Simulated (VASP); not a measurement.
A run of VASP 6.6.1 is set up as follows.

INCAR

```
SYSTEM = Pb
GGA = MK
LUSE_VDW = .True.
AGGAC = 0.0
PARAM1 = 0.1234
PARAM2 = 0.711357
ZAB_VDW = -1.8867
ISMEAR = 2
SIGMA = 0.05
LWAVE = .False.
LCHARG = .False.
ISIF = 2
PREC = Accurate
LASPH = .True.
LREAL = .False.
ALGO = Normal
EDIFF = 1E-8
NELM = 120
GGA_COMPAT = .False.
ENCUT = 620
NBANDS = 25
```

The input KPOINTS:

```
Automatic mesh
0
Gamma
  22 22 22
  0 0 0
```

POSCAR

```
Pb
1.0
    0.0000000000      2.4750200000      2.4502698000
    2.4750200000      0.0000000000      2.4502698000
    2.4750200000      2.4750200000      0.0000000000
Pb
1
Direct
    0.0000000000      0.0000000000      0.0000000000
```

Potentials or basis: VASP PAW PBE potentials, release 64 (Pb_d).

The run is started by

```bash
$ cat potpaw_PBE.64/Pb_d/POTCAR > POTCAR
$ mpirun -np 1 vasp_std > vasp.out
```

Problem. Predict the pressure.

Solution. 1.6 GPa.

Stress tensor (GPa, compression positive):
```
1.58 0.00 0.00
0.00 1.58 0.00
0.00 0.00 1.77
```

Caveat: the cell differs from its parent crystal (cell strained by -1.0% along z); the PAW data sets were made with another functional, which shifts forces and pressure a little.
